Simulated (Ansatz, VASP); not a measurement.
# Two plane-wave programs on Re

File INCAR:

```
SYSTEM = Re
PREC     = Accurate       ! precision mode
ENCUT    = 560            ! plane-wave cutoff, eV
EDIFF    = 1E-6           ! SCF threshold, eV
ISMEAR   = 0              ! smearing method
SIGMA    = 0.15           ! smearing width, eV
LREAL    = .FALSE.        ! projectors in reciprocal space
LASPH    = .TRUE.         ! aspherical terms in the spheres
NELM     = 120            ! most SCF steps
ALGO     = Normal         ! electronic algorithm
ISIF     = 2              ! what is computed and relaxed
LWAVE    = .FALSE.        ! write WAVECAR
LCHARG   = .TRUE.         ! write CHGCAR
GGA      = PS             ! functional
LELF     = .TRUE.         ! ELF
LVHAR    = .TRUE.       
NBANDS   = 14             ! bands
GGA_COMPAT= .FALSE.
```

The input KPOINTS:

```
Automatic mesh
0
G
  22 22 22
  0 0 0
```

The input POSCAR:

```
Re
1.0
    0.0000000000      2.1455348132      1.6735171543
    2.1455348132      0.0000000000      1.6735171543
    2.1455348132      2.1455348132      0.0000000000
Re
1
Direct
    0.0000000000      0.0000000000      0.0000000000
```

Input for Ansatz:

```yaml
crystal:
  lattice:
    - [0.0, 2.1455348132, 1.6735171543]
    - [2.1455348132, 0.0, 1.6735171543]
    - [2.1455348132, 2.1455348132, 0.0]
  atoms:
    - { symbol: Re, position: [0.0, 0.0, 0.0] }
basis:
  ecutwfc: 420
kpoints:
  mp_grid: { grid: [22, 22, 22] }
hamiltonian:
  xc: pbesol
scf:
  occupations: { method: gaussian, width: 0.15 }
output:
  forces: true
  stress: true
  eigenvalues: true
```

Alike in both runs: task single point; functional PBEsol; k mesh 22 × 22 × 22; occupations gaussian, width 0.15 eV; no spin polarisation.

|  | VASP | Ansatz |
| --- | --- | --- |
| version | VASP 6.6.1 | Ansatz 0.2.0 |
| potentials or method | VASP PAW PBE potentials, release 64 (Re_sv_GW), cutoff 560 eV | scalar-relativistic, plane waves, PAW |
| valence electrons in the cell | 15 | 15 |

|  | VASP | Ansatz | Ansatz less VASP |
| --- | --- | --- | --- |
| gap on the k mesh at the Fermi level (eV) | none | none | - |
| pressure (GPa) | -17.6 | -16.0 | +1.60 |
| traceless stress, the component that is largest in VASP (GPa) | 5.58 | 5.54 | -0.035 |

VASP's potentials were made for PBE, not for PBEsol. A gap of «none» marks a metal or a gap that the smearing closes. The functional is the same, so the differences come from potentials, cutoffs and numerics.

Spin-orbit coupling is off throughout.
